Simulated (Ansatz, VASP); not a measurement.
**Two plane-wave programs on TaN**

INCAR

```
SYSTEM = TaN
ALGO = Normal ; EDIFF = 1E-8
ENCUT = 520 ; ISIF = 2
ISMEAR = -1 ; LASPH = .True.
LCHARG = .False. ; LEFG = .True.
LREAL = .False. ; LWAVE = .False.
NBANDS = 15 ; NELM = 100
PREC = Accurate ; SIGMA = 0.02
```

Contents of KPOINTS:

```
k-points
0
Gamma
  12 12 10
  0 0 0
```

POSCAR

```
TaN
1.0
    2.9379988584     -0.0293799886     -0.0293799886
   -1.4944432457      2.5590716420     -0.0107538222
   -0.0288300000     -0.0288300000      2.8830000000
Ta N
1 1
Direct
    0.3333333333      0.6666666667      0.5000000000
    0.0000000000      0.0000000000      0.0000000000
```

Input for Ansatz:

```yaml
crystal:
  lattice:
    - [2.9379988584, -0.0293799886, -0.0293799886]
    - [-1.4944432457, 2.559071642, -0.0107538222]
    - [-0.02883, -0.02883, 2.883]
  atoms:
    - { symbol: Ta, position: [0.3333333333, 0.6666666667, 0.5] }
    - { symbol: "N", position: [0.0, 0.0, 0.0] }
kpoints:
  mp_grid: { grid: [12, 12, 10] }
scf:
  occupations: { method: fermi_dirac, width: 0.02 }
hamiltonian:
  xc: lda
  pseudopotentials: { kind: paw }
output:
  forces: true
  stress: true
  eigenvalues: true
  efg: { contact_densities: true }
```

Change from the starting cell: equal xy, yz and zx shear strains of -2 %, PAW files.

Alike in both runs: task electric field gradients; functional LDA; k mesh 12 × 12 × 10; occupations fermi-dirac, width 0.02 eV; no spin polarisation.

```csv
,VASP,Ansatz
version,VASP 6.6.1,Ansatz 0.2.0
potentials or method,"VASP PAW LDA potentials, release 64 (Ta_pv, N)","PAW with Ansatz's default frozen-core files, scalar-relativistic"
plane-wave cutoff (eV),520,420
valence electrons in the cell,16,18
```

Ansatz gave:

* pressure (GPa): -11.1
* traceless stress, the component that is largest in VASP (GPa): 4.93
* rms of the force components (eV/Å): 0.027
* size of Vzz on the site where it differs most (V/Å²): 90.0

Which values does VASP return?

Pressure (GPa): -9.4; traceless stress, the component that is largest in VASP (GPa): 4.99; rms of the force components (eV/Å): 0.030; size of Vzz on the site where it differs most (V/Å²): 79.1.

LDA's correlation is that of Perdew and Zunger in VASP and of Perdew and Wang (1992) in Ansatz. Atom by atom the forces differ by 0.003 eV/Å (rms over components). VASP's potentials hold 16 valence electrons a cell and Ansatz's 18, so a difference there can come from the potentials and not from the codes.

Neither program's run includes spin-orbit coupling.
